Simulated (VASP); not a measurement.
## ZrS2: single point with LDA

The system is ZrS2.

```
Zr S
1.0
     3.69138    0.00000    0.00000
    -1.84569    3.19683    0.00000
     0.00000    0.00000    6.04108
Zr S
1 2
Direct
  0.00000 0.00000 0.00000
  0.66667 0.33333 0.76209
  0.33333 0.66667 0.23791
```

```yaml
Program: VASP 6.6.1
Task: single point
Functional: LDA
Potentials_or_basis: VASP PAW LDA potentials, release 64 (Zr_sv, S)
Cutoff: 500 eV
k_mesh: 6 × 6 × 4
Occupations: gaussian, width 0.01 eV
Spin: no spin polarisation
Dipole_correction: no
Further_INCAR_settings: ALGO = Normal; EDIFF = 1e-06; NBANDS = 19
```

- Pressure: -4.5 GPa
- Largest force: 0.289 eV/Å
- Band gap on the k mesh: 0.95 eV, indirect (least direct gap 1.53 eV)

Forces on the atoms (eV/Å):
```
Zr   0.000  0.000  0.000
S    0.000  0.000  0.289
S    0.000  0.000 -0.289
```

Stress tensor (GPa, compression positive):
```
-4.98  0.00  0.00
 0.00 -4.98  0.00
 0.00  0.00 -3.39
```

Levels at points of the mesh, in eV from the valence-band top:
| k point | band 9 | band 10 | band 11 | band 12 | band 13 | band 14 | band 15 | band 16 |
| --- | --- | --- | --- | --- | --- | --- | --- | --- |
| (0.00, 0.00, 0.00) | -2.74 | -0.03 | -0.03 | 0.00 | 1.52 | 1.52 | 2.35 | 5.02 |
| (0.50, 0.00, 0.00) | -2.41 | -2.35 | -1.64 | -1.12 | 1.13 | 3.18 | 3.44 | 5.71 |
| (0.00, 0.00, 0.50) | -2.71 | -1.61 | -0.13 | -0.13 | 1.49 | 1.49 | 2.67 | 5.32 |
| (0.50, 0.00, 0.50) | -2.53 | -2.19 | -0.92 | -0.75 | 0.95 | 3.18 | 3.44 | 5.30 |

Wall time 21 s on 1 thread of Intel(R) Xeon(R) Platinum 8375C CPU @ 2.90GHz (Ice Lake), with other jobs on the host, peak memory 0.17 GiB.

A k mesh can miss the band edges.
